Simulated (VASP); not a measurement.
# Co (P-3m1) in VASP: relaxation of cell and atoms with PBE+D3(BJ)

Aim: the relaxation of cell and atoms of Co with PBE+D3(BJ).

All numbers are computed with VASP 6.6.1; they aren't measurements. Logs are shortened: lines on timing, memory, paths and dates and some standing lists are left out, and cuts for length are marked.

## (1) The cell of the first run

It takes space group P-3m1 (No. 164, trigonal). The conventional cell has a = 2.487 Å, b = 2.487 Å, c = 4.063 Å, α = 90.00°, β = 90.00°, γ = 120.00°. Co (site symmetry 3m) has 12 Co at 2.42 to 2.55 Å within 3.2 Å.

## (2) Relaxation of cell and atoms, PBE+D3(BJ), collinear spin, ferromagnetic start

INCAR

```
SYSTEM = Co
PREC     = Accurate       ! precision mode
ENCUT    = 600            ! plane-wave cutoff, eV
EDIFF    = 1E-6           ! SCF threshold, eV
ISMEAR   = 0              ! smearing method
SIGMA    = 0.1            ! smearing width, eV
LREAL    = .FALSE.        ! projectors in reciprocal space
LASPH    = .TRUE.         ! aspherical terms in the spheres
NELM     = 150            ! most SCF steps
ALGO     = Fast           ! electronic algorithm
ISIF     = 3              ! what is computed and relaxed
LWAVE    = .FALSE.        ! write WAVECAR
LCHARG   = .FALSE.        ! write CHGCAR
ISPIN    = 2              ! spin polarisation
MAGMOM   = 1.84 1.84      ! initial moments
LORBIT   = 11             ! projections on sites
LMAXMIX  = 4              ! l up to which the mixer works
GGA      = PE             ! functional
IVDW     = 12             ! dispersion correction
IBRION   = 2              ! ionic algorithm
NSW      = 100            ! ionic steps
EDIFFG   = -0.005         ! ionic threshold
```

KPOINTS

```
Automatic mesh
0
G
  21 21 10
  0 0 0
```

POSCAR

```
Co
1.0
    2.4873648738      0.0000000000      0.0000000000
   -1.2436824369      2.1541211692      0.0000000000
    0.0000000000      0.0000000000      4.0632895034
Co
2
Direct
    0.6666666700      0.3333333300      0.2598610000
    0.3333333300      0.6666666700      0.7401390000
```

Potentials or basis: VASP PAW PBE potentials, release 64 (Co).

Started as:

```sh
$ cat potpaw_PBE.64/Co/POTCAR > POTCAR
$ mpirun -np 1 vasp_std > vasp.out
```

OUTCAR:

```text
SYSTEM = Co
   PREC = Accurate
   ENCUT = 600
   EDIFF = 1E-6
   ISMEAR = 0
   LREAL = .FALSE.
   LASPH = .TRUE.
   NELM = 150
   ISIF = 3
   ISPIN = 2
   LORBIT = 11
   GGA = PE
   IVDW = 12
   IBRION = 2
   NSW = 100
   EDIFFG = -0.005
 IVDW          = 12

 ion  position               nearest neighbor table
   1  0.667  0.333  0.260-   2 2.42   2 2.42   2 2.42   2 2.55   2 2.55   2 2.55
   2  0.333  0.667  0.740-   1 2.42   1 2.42   1 2.42   1 2.55   1 2.55   1 2.55

  LATTYP: Found a hexagonal cell.
 ALAT       =     2.4873648738
 C/A-ratio  =     1.6335719565

  Lattice vectors:

 A1 = (   2.4873648738,   0.0000000000,   0.0000000000)
 A2 = (  -1.2436824369,   2.1541211692,   0.0000000000)
 A3 = (   0.0000000000,   0.0000000000,   4.0632895034)

Analysis of symmetry for initial positions (statically):
=====================================================================
 Subroutine PRICEL returns:
 Original cell was already a primitive cell.

 Routine SETGRP: Setting up the symmetry group for a
 hexagonal supercell.

 Subroutine GETGRP returns: Found 12 space group operations
 (whereof 12 operations were pure point group operations)
 out of a pool of 24 trial point group operations.

The static configuration has the point symmetry D_3d.

Analysis of symmetry for dynamics (positions and initial velocities):
=====================================================================
 Subroutine PRICEL returns:
 Original cell was already a primitive cell.

 Routine SETGRP: Setting up the symmetry group for a
 hexagonal supercell.

 Subroutine GETGRP returns: Found 12 space group operations
 (whereof 12 operations were pure point group operations)
 out of a pool of 24 trial point group operations.

The dynamic configuration has the point symmetry D_3d.

Analysis of structural, dynamic, and magnetic symmetry:
=====================================================================
 Subroutine PRICEL returns:
 Original cell was already a primitive cell.

 Routine SETGRP: Setting up the symmetry group for a
 hexagonal supercell.

 Subroutine GETGRP returns: Found 12 space group operations
 (whereof 12 operations were pure point group operations)
 out of a pool of 24 trial point group operations.

The overall configuration has the point symmetry D_3d.

 Subroutine INISYM returns: Found 12 space group operations
 (whereof 12 operations are pure point group operations),
 and found     1 'primitive' translations

----------------------------------------------------------------------------------------

                                     Primitive cell

  volume of cell :      21.7715

  direct lattice vectors                    reciprocal lattice vectors
     2.487364874  0.000000000  0.000000000     0.402031889  0.232113220  0.000000000
    -1.243682437  2.154121169  0.000000000     0.000000000  0.464226439  0.000000000
     0.000000000  0.000000000  4.063289503     0.000000000  0.000000000  0.246106018

  length of vectors
     2.487364874  2.487364874  4.063289503     0.464226439  0.464226439  0.246106018

  position of ions in fractional coordinates (direct lattice)
     0.666666670  0.333333330  0.259861000
     0.333333330  0.666666670  0.740139000

  ion indices of the primitive-cell ions
   primitive index   ion index
                 1           1
                 2           2

----------------------------------------------------------------------------------------

 KPOINTS: Automatic mesh

Automatic generation of k-mesh.
 Grid dimensions read from file:
 generate k-points for:   21   21   10

 Generating k-lattice:

  Cartesian coordinates                     Fractional coordinates (reciprocal lattice)
     0.019144376  0.011053010  0.000000000     0.047619048  0.000000000  0.000000000
     0.000000000  0.022106021  0.000000000     0.000000000  0.047619048  0.000000000
     0.000000000  0.000000000  0.024610602     0.000000000  0.000000000  0.100000000

  Length of vectors
     0.022106021  0.022106021  0.024610602

  Shift w.r.t. Gamma in fractional coordinates (k-lattice)
     0.000000000  0.000000000  0.000000000

 Subroutine IBZKPT returns following result:
 ===========================================

 Found    436 irreducible k-points:

 Following reciprocal coordinates:
            Coordinates               Weight
  0.000000  0.000000  0.000000      1.000000
  0.047619  0.000000  0.000000      6.000000
  0.095238 -0.000000  0.000000      6.000000
  0.142857  0.000000  0.000000      6.000000
  0.190476 -0.000000  0.000000      6.000000
  0.238095 -0.000000  0.000000      6.000000
[... 16 lines left out ...]
  0.142857  0.095238  0.000000     12.000000
  0.190476  0.095238  0.000000     12.000000
 [... further k-points ...]
   k-points           NKPTS =    436   k-points in BZ     NKDIM =    436   number of bands    NBANDS=     15
   number of dos      NEDOS =    301   number of ions     NIONS =      2
   total plane-waves  NPLWV =  12800
   dimension x,y,z NGX =    20 NGY =   20 NGZ =   32
   dimension x,y,z NGXF=    40 NGYF=   40 NGZF=   64
   ions per type =               2
   NGX,Y,Z   is equivalent  to a cutoff of  13.37, 13.37, 13.09 a.u.
   NGXF,Y,Z  is equivalent  to a cutoff of  26.73, 26.73, 26.19 a.u.
 SYSTEM =  Co
   PREC   = accura    normal or accurate (medium, high low for compatibility)
   ISTART =      0    job   : 0-new  1-cont  2-samecut
   ICHARG =      2    charge: 1-file 2-atom 10-const
   ISPIN  =      2    spin polarized calculation?
   LNONCOLLINEAR =      F non collinear calculations
   LSORBIT =      F    spin-orbit coupling
   LASPH  =      T    aspherical Exc in radial PAW
   ENCUT  =  600.0 eV  44.10 Ry    6.64 a.u.   4.97  4.97  8.12*2*pi/ulx,y,z
   NELM   =    150;   NELMIN=  2; NELMDL= -5     # of ELM steps
   EDIFF  = 0.1E-05   stopping-criterion for ELM
   LREAL  =      F    real-space projection
   EDIFFG = -.5E-02   stopping-criterion for IOM
   NSW    =    100    number of steps for IOM
   IBRION =      2    ionic relax: 0-MD 1-quasi-New 2-CG
   NFREE  =      1    steps in history (QN), initial steepest desc. (CG)
   ISIF   =      3    stress and relaxation
   ISYM   =      2    0-nonsym 1-usesym 2-fastsym
   POTIM  = 0.5000    time-step for ionic-motion
   TEBEG  =    0.0;   TEEND  =   0.0 temperature during run
   PSTRESS=    0.0 pullay stress
   NELECT =      18.0000    total number of electrons
   NUPDOWN=      -1.0000    fix difference up-down
   EMIN   =  10.00;   EMAX   =-10.00  energy-range for DOS
   EFERMI =   0.00;   METHOD = LEGACY
   ISMEAR =     0;   SIGMA  =   0.10  broadening in eV -4-tet -1-fermi 0-gaus
   EFERMI_NEDOS =   21; number of points for ismear=-14 and -15
   IALGO  =     68    algorithm
   IMIX   =      4    mixing-type and parameters
     AMIX     =   0.40;   BMIX     =  1.00
     AMIX_MAG =   1.60;   BMIX_MAG =  1.00
  volume/ion in A,a.u.               =      10.89        73.46
  Fermi-wavevector in a.u.,A,eV,Ry     =   1.536514  2.903591 32.121660  2.360875
  Thomas-Fermi vector in A             =   2.643152
   LORBIT       =     11    0 simple, 1 ext, 2 COOP (PROOUT), +10 PAW based schemes
   GGA     = PE    functional components
   LHFCALC =     F    Hartree Fock is set to
   AEXX    =    0.0000 exact exchange contribution
   IVDW    =    12    specifies the selected vdW correction
   LEPSILON=     F    determine dielectric tensor
   LRPA    =     F    only Hartree local field effects (RPA)
 conjugate gradient relaxation of ions
 spin polarized calculation
 RMM-DIIS sequential band-by-band and
 Gauss-broadening in eV      SIGMA  =   0.10
  energy-cutoff  :      600.00
  volume of cell :       21.77
 maximum number of plane-waves:       756
   NGX =  9   NGY =  9   NGZ = 17

--------------------------------------- Ionic step        1  -------------------------------------------

 number of electron      17.9999997 magnetization       3.2318054

 Free energy of the ion-electron system (eV)
  ---------------------------------------------------
  ext. energy  EPLUGINS =         0.00000000
  ---------------------------------------------------
  free energy    TOTEN  =       -14.05379107 eV

  energy without entropy =      -14.04485295  energy(sigma->0) =      -14.04932201

------------------------ aborting loop because EDIFF is reached ----------------------------------------

 Edisp (eV)   -0.83086

 E8    (eV) :    -0.3645

  FORCE on cell =-STRESS in cart. coord.  units (eV):
  Direction    XX          YY          ZZ          XY          YZ          ZX
  --------------------------------------------------------------------------------------
  -------------------------------------------------------------------------------------
  Total      -0.81001    -0.81001    -1.06154     0.00000     0.00000     0.00000
  in kB     -59.60947   -59.60947   -78.11948     0.00000     0.00000     0.00000
  external pressure =      -65.78 kB  Pullay stress =        0.00 kB
[... 261 lines left out ...]
  energy  without entropy=      -14.9150982384  energy(sigma->0) =      -14.91948727

--------------------------------------- Ionic step        8  -------------------------------------------

 number of electron      17.9999998 magnetization       3.1350903

 Free energy of the ion-electron system (eV)
  ---------------------------------------------------
  ext. energy  EPLUGINS =         0.00000000
  ---------------------------------------------------
  free energy    TOTEN  =       -14.06036776 eV

  energy without entropy =      -14.05167387  energy(sigma->0) =      -14.05602082

 E-fermi :  10.7380     XC(G=0): -13.6057

 val. band max:       10.7366683677   @ k =   0.1905   0.1429   0.2000
 cond. band min:      10.7386802902   @ k =   0.0000   0.2381   0.1000
 fundamental gap:      0.0020119225
 Fermi energy:        10.7379712650

 spin component 1

 k-point     1 :       0.0000    0.0000    0.0000
  band No.  band energies     occupation
      1       1.6405      1.00000
      2       5.4635      1.00000
      3       8.1000      1.00000
      4       8.1183      1.00000
      5       8.1183      1.00000
      6       8.4492      1.00000
      7       8.4492      1.00000
      8       8.8110      1.00000
      9       8.8110      1.00000
     10       9.9719      1.00000
     11       9.9719      1.00000
     12      10.6654      0.84769
     13      17.4251      0.00000
     14      33.0073      0.00000
     15      35.9166      0.00000
[... 397 lines left out ...]
 k-point    24 :       0.1905    0.0952    0.0000
  band No.  band energies     occupation
      1       3.7407      1.00000
      2       6.3777      1.00000
      3       7.1673      1.00000
      4       7.2613      1.00000
      5       8.1471      1.00000
      6       8.1817      1.00000
      7       8.6721      1.00000
      8       8.8574      1.00000
      9       9.1428      1.00000
     10       9.4606      1.00000
     11      10.1044      1.00000
     12      15.3607      0.00000
     13      17.9311      0.00000
     14      24.3237      0.00000
     15      26.8577      0.00000

 [... further k-points ...]

 spin component 2

 k-point     1 :       0.0000    0.0000    0.0000
  band No.  band energies     occupation
      1       1.6350      1.00000
      2       6.3812      1.00000
      3       9.6927      1.00000
      4       9.7127      1.00000
      5       9.7127      1.00000
      6      10.0977      1.00000
      7      10.0977      1.00000
      8      10.5382      0.99764
      9      10.5382      0.99764
     10      10.6048      0.97019
     11      11.8163      0.00000
     12      11.8163      0.00000
     13      18.4185      0.00000
     14      32.7303      0.00000
     15      36.0731      0.00000
[... 397 lines left out ...]
 k-point    24 :       0.1905    0.0952    0.0000
  band No.  band energies     occupation
      1       3.7764      1.00000
      2       7.4876      1.00000
      3       8.2663      1.00000
      4       8.6214      1.00000
      5       9.6711      1.00000
      6       9.7858      1.00000
      7      10.2525      1.00000
      8      10.5300      0.99837
      9      10.8354      0.08411
     10      11.1696      0.00000
     11      11.9702      0.00000
     12      16.1149      0.00000
     13      18.7077      0.00000
     14      24.7499      0.00000
     15      27.1947      0.00000

 [... further k-points ...]

------------------------ aborting loop because EDIFF is reached ----------------------------------------

 Edisp (eV)   -0.86370

 E8    (eV) :    -0.3791

  FORCE on cell =-STRESS in cart. coord.  units (eV):
  Direction    XX          YY          ZZ          XY          YZ          ZX
  --------------------------------------------------------------------------------------
  -------------------------------------------------------------------------------------
  Total      -0.00122    -0.00122    -0.00616     0.00000     0.00000     0.00000
  in kB      -0.09355    -0.09355    -0.47024     0.00000     0.00000     0.00000
  external pressure =       -0.22 kB  Pullay stress =        0.00 kB
[... 17 lines left out ...]
  FREE ENERGIE OF THE ION-ELECTRON SYSTEM (eV)
  ---------------------------------------------------
  free  energy   TOTEN  =       -14.9240659825 eV

  energy  without entropy=      -14.9153720865  energy(sigma->0) =      -14.91971903

 reached required accuracy - stopping structural energy minimisation

 total charge

# of ion       s       p       d       tot
------------------------------------------
    1        0.503   0.551   7.288   8.342
    2        0.503   0.551   7.288   8.342
--------------------------------------------------
tot          1.005   1.103  14.576  16.684

 magnetization (x)

# of ion       s       p       d       tot
------------------------------------------
    1       -0.016  -0.056   1.653   1.582
    2       -0.016  -0.056   1.653   1.582
--------------------------------------------------
tot         -0.032  -0.112   3.307   3.163
```

It took 20 min on 1 thread of Oxide Virtual Turin-like, shared host; peak memory 0.35 GiB.

Results:

| Item | Value |
| --- | --- |
| Free energy | -14.9241 eV |
| Relaxed volume | 10.49 Å³/atom |
| Relaxed cell | a = 2.465 Å, b = 2.465 Å, c = 3.984 Å, α = 90.00°, β = 90.00°, γ = 120.00° |
| Space group after relaxing (to 0.1 Å) | P6_3/mmc (No. 194) |
| Energy gained by relaxing | 19.7 meV/atom |
| Ionic steps | 8 |
| Pressure after relaxing | 0.0 GPa |
| Largest force after relaxing | 0.004 eV/Å |
| Net moment | 3.14 μB per cell |
| Site moments | Co +1.58 μB |
| Valence electrons inside the program's atomic spheres | Co 8.34 |
| Dispersion energy per atom | -0.432 eV |

Forces in eV/Å, atoms in the order of the input:
```
Co   0.000  0.000 -0.004
Co   0.000  0.000  0.004
```

Step by step:
| step | energy change (eV) | largest force (eV/Å) | pressure (GPa) | volume (Å³) |
| --- | --- | --- | --- | --- |
| 1 | 0.0000 | 0.4889 | -6.58 | 21.77 |
| 2 | -0.0220 | 0.2905 | 7.23 | 20.39 |
| 3 | -0.0292 | 0.3778 | 2.11 | 20.83 |
| 4 | -0.0393 | 0.0242 | 0.69 | 20.92 |
| 5 | -0.0393 | 0.0093 | 0.55 | 20.93 |
| 6 | -0.0393 | 0.0011 | 0.68 | 20.93 |
| 7 | -0.0392 | 0.0198 | -0.66 | 21.05 |
| 8 | -0.0394 | 0.0043 | -0.02 | 20.97 |

Final structure:
```cif
data_structure
_symmetry_space_group_name_H-M 'P 1'
_symmetry_Int_Tables_number 1
_cell_length_a 2.4653
_cell_length_b 2.4653
_cell_length_c 3.9845
_cell_angle_alpha 90.000
_cell_angle_beta 90.000
_cell_angle_gamma 120.000
_cell_volume 20.97
loop_
_atom_site_label
_atom_site_type_symbol
_atom_site_fract_x
_atom_site_fract_y
_atom_site_fract_z
_atom_site_occupancy
Co1 Co 0.66667 0.33333 0.25011 1
Co2 Co 0.33333 0.66667 0.74989 1
```

Levels at points of the mesh, in eV from the Fermi level:
Spin up:
```csv
k point,band 8,band 9,band 10,band 11,band 12,band 13,band 14,band 15
"(0.00, 0.00, 0.00)",-1.93,-1.93,-0.77,-0.77,-0.07,6.69,22.27,25.18
"(0.00, 0.00, 0.50)",-2.69,-1.09,-1.09,-1.09,-1.09,15.44,15.46,23.02
```
Spin down:
```tsv
k point	band 5	band 6	band 7	band 8	band 9	band 10
(0.00, 0.00, 0.00)	-1.03	-0.64	-0.64	-0.20	-0.20	-0.13
(0.00, 0.00, 0.50)	-1.09	-1.09	-1.09	-1.09	0.72	0.72
```
